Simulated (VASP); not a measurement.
A run of VASP 6.6.1:

Contents of INCAR:

```
PREC = Accurate
ENCUT = 520
EDIFF = 1E-6
ISMEAR = 0
SIGMA = 0.02
LREAL = False
LASPH = True
NELM = 80
ALGO = Normal
ISIF = 2
LWAVE = False
LCHARG = False
GGA = CA
NBANDS = 35
```

File KPOINTS:

```
regular mesh
0
Gamma
  6 6 8
```

File POSCAR:

```
SnO2
1.0
    4.6237840116      0.0000000000      0.0000000000
    0.0000000000      4.6238636659      0.0000000000
    0.0000000000      0.0000000000      3.3814205672
Sn O
2 4
Direct
    0.5000000000      0.5000000000      0.5000000000
    0.0000000000      0.0000000000      0.0000000000
    0.3080305477      0.3080319569      0.0000000000
    0.8080305477      0.1919680431      0.5000000000
    0.1919694523      0.8080319569      0.5000000000
    0.6919694523      0.6919680431      0.0000000000
```

Potentials or basis: VASP PAW LDA potentials, release 64 (Sn_d, O).

The run is started by

```sh
$ cat potpaw_LDA.64/Sn_d/POTCAR potpaw_LDA.64/O/POTCAR > POTCAR
$ mpirun -np 1 vasp_std > vasp.out
```

Hardware: 1 thread of Intel(R) Xeon(R) Platinum 8559C (Emerald Rapids), on a shared host.

How long does it take, and how much memory?

It took 120 s on 1 thread of Intel(R) Xeon(R) Platinum 8559C (Emerald Rapids) (shared host), peak memory 0.27 GiB. Counts: scf iterations 14, k points 80.
